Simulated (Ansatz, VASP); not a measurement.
**Ru: VASP beside Ansatz**

INCAR

```
PREC = Accurate ; ENCUT = 520
EDIFF = 1E-6 ; ISMEAR = 0
SIGMA = 0.15 ; LREAL = F
LASPH = T ; NELM = 100
ALGO = Fast ; ISIF = 2
LWAVE = F ; LCHARG = T
GGA = PE ; LELF = T
LVHAR = T ; NBANDS = 21
```

File KPOINTS:

```
regular mesh
0
Gamma
  21 21 12
```

Contents of POSCAR:

```
Ru
1.0
    2.9650185924      0.0000000000      0.0000000000
   -1.4825092962      2.5677814237      0.0000000000
    0.0000000000      0.0000000000      3.9046329843
Ru
2
Direct
    0.3333333333      0.6666666667      0.2500000000
    0.6666666667      0.3333333333      0.7500000000
```

Input for Ansatz:

```yaml
crystal:
  lattice:
    - [2.9650185924, 0.0, 0.0]
    - [-1.4825092962, 2.5677814237, 0.0]
    - [0.0, 0.0, 3.9046329843]
  atoms:
    - { symbol: Ru, position: [0.3333333333, 0.6666666667, 0.25] }
    - { symbol: Ru, position: [0.6666666667, 0.3333333333, 0.75] }
basis:
  ecutwfc: 420
kpoints:
  mp_grid: { grid: [21, 21, 12] }
hamiltonian:
  xc: pbe
  pseudopotentials: { kind: paw, azcp: { folder: soft_1 } }
scf:
  occupations: { method: gaussian, width: 0.15 }
output:
  forces: true
  stress: true
  eigenvalues: true
```

Alike in both runs: task single point; functional PBE; k mesh 21 × 21 × 12; occupations gaussian, width 0.15 eV; no spin polarisation.

|  | VASP | Ansatz |
| --- | --- | --- |
| version | VASP 6.6.1 | Ansatz 0.2.0 |
| potentials or method | VASP PAW PBE potentials, release 64 (Ru_pv), cutoff 520 eV | scalar-relativistic, plane waves, PAW |
| valence electrons in the cell | 28 | 32 |

Ansatz gave:

* gap on the k mesh at the Fermi level (eV): none
* pressure (GPa): -9.6
* traceless stress, the component that is largest in VASP (GPa): 29.75

Problem. Which values does VASP return?

Solution. gap on the k mesh at the Fermi level (eV): none; pressure (GPa): -9.7; traceless stress, the component that is largest in VASP (GPa): 29.71.

A gap of «none» marks a metal or a gap that the smearing closes. VASP's potentials hold 28 valence electrons a cell and Ansatz's 32, so a difference there can come from the potentials and not from the codes.
